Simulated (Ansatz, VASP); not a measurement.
**LaP in VASP and in Ansatz**

The input INCAR:

```
PREC = Accurate
ENCUT = 520
EDIFF = 1E-8
ISMEAR = -1
SIGMA = 0.03
LREAL = F
LASPH = T
NELM = 100
ALGO = Normal
ISIF = 2
LWAVE = F
LCHARG = F
LEFG = T
NBANDS = 15
```

The input KPOINTS:

```
Automatic mesh
0
Gamma
  10 10 10
```

Contents of POSCAR:

```
LaP
1.0
    0.0000000000      3.0324509126      3.0324509126
    3.0324509126      0.0000000000      3.0324509126
    3.0324509126      3.0324509126      0.0000000000
La P
1 1
Direct
    0.0000000000      0.0000000000      0.0000000000
    0.5000000000      0.5000000000      0.5000000000
```

Input for Ansatz:

```yaml
crystal:
  lattice:
    - [0.0, 3.0324509126, 3.0324509126]
    - [3.0324509126, 0.0, 3.0324509126]
    - [3.0324509126, 3.0324509126, 0.0]
  atoms:
    - { symbol: La, position: [0.0, 0.0, 0.0] }
    - { symbol: P, position: [0.5, 0.5, 0.5] }
kpoints:
  mp_grid: { grid: [10, 10, 10] }
scf:
  occupations: { method: fermi_dirac, width: 0.03 }
hamiltonian:
  xc: lda
  pseudopotentials: { kind: all_electron, datasets: crystal }
output:
  forces: true
  stress: true
  eigenvalues: true
  efg: { contact_densities: true }
```

Change from the starting cell: volume scaled by 1.02, crystal datasets.

Alike in both runs: task electric field gradients; functional LDA; k mesh 10 × 10 × 10; occupations fermi-dirac, width 0.03 eV; no spin polarisation.

|  | VASP | Ansatz |
| --- | --- | --- |
| version | VASP 6.6.1 | Ansatz 0.2.0 |
| potentials or method | VASP PAW LDA potentials, release 64 (La, P), cutoff 520 eV | all-electron PAW with datasets made for the crystal, scalar-relativistic |

```csv
,VASP,Ansatz,Ansatz less VASP
pressure (GPa),-4.6,-4.5,+0.05
```

LDA's correlation is that of Perdew and Zunger in VASP and of Perdew and Wang (1992) in Ansatz. Ansatz ran all-electron here, and VASP with PAW potentials.

Spin-orbit coupling is off throughout.
